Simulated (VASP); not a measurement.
A run of VASP 6.6.1:

The input INCAR:

```
  ALGO = Normal
  EDIFF = 1E-7
  ENCUT = 520
  GGA = PS
  ISIF = 2
  ISMEAR = 0
  LASPH = T
  LCHARG = F
  LREAL = F
  LWAVE = F
  NBANDS = 24
  NELM = 100
  PREC = Accurate
  SIGMA = 0.05
```

Contents of KPOINTS:

```
k-points
0
Gamma
  9 9 4
```

The input POSCAR:

```
SrO
1.0
    3.5532880902      0.0000000000      0.0000000000
   -1.7766440451      3.0772377531      0.0000000000
    0.0000000000      0.0000000000      6.2173039800
Sr O
2 2
Direct
    0.3333333333      0.6666666667      0.1776213611
    0.6666666667      0.3333333333      0.7500000000
    0.0000000000      0.0000000000      0.0000000000
    0.0000000000      0.0000000000      0.5000000000
```

Potentials or basis: VASP PAW PBE potentials, release 64 (Sr_sv, O).

The run is started by

```console
$ cat potpaw_PBE.64/Sr_sv/POTCAR potpaw_PBE.64/O/POTCAR > POTCAR
$ mpirun -np 1 vasp_std > vasp.out
```

Hardware: 1 thread of Intel Xeon 8259CL, with other jobs on the host.

Q: How long does it take, and how much memory?

A: Run time: 74 s on 1 thread of Intel Xeon 8259CL, with other jobs on the host, peak memory 0.22 GiB. Counts: scf iterations 16, k points 43.
